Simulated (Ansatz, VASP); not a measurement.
# Two plane-wave programs on Te2Mo

```
CELL_PARAMETERS angstrom
3.50388 0.00000 0.00000
-1.75194 3.03445 0.00000
0.00000 0.00000 24.76772
ATOMIC_POSITIONS crystal
Te 0.33333 0.66667 0.18169
Te 0.33333 0.66667 0.32841
Te 0.33333 0.66667 0.46891
Te 0.33333 0.66667 0.61563
Mo 0.66667 0.33333 0.25505
Mo 0.66667 0.33333 0.54227
```

Alike in both runs: task single point; functional PBE; dispersion D3(BJ); k mesh 9 × 9 × 1; occupations gaussian, width 0.05 eV; no spin polarisation.

|  | VASP | Ansatz |
| --- | --- | --- |
| version | VASP 6.6.1 | Ansatz 0.2.0 |
| potentials or method | VASP PAW PBE potentials, release 64 (Te, Mo_sv), cutoff 520 eV | scalar-relativistic, plane waves, PAW |
| valence electrons in the cell | 52 | 92 |

Ansatz gave:

* gap on the k mesh at the Fermi level (eV): 1.01
* least direct gap on the mesh (eV): 1.12
* rms of the force components (eV/Å): 0.151

Q: What did VASP give for the same quantities?

A: gap on the k mesh at the Fermi level (eV): 1.01; least direct gap on the mesh (eV): 1.12; rms of the force components (eV/Å): 0.146.

VASP's potentials hold 52 valence electrons a cell and Ansatz's 92, so a difference there can come from the potentials and not from the codes.

Spin-orbit coupling is off throughout.
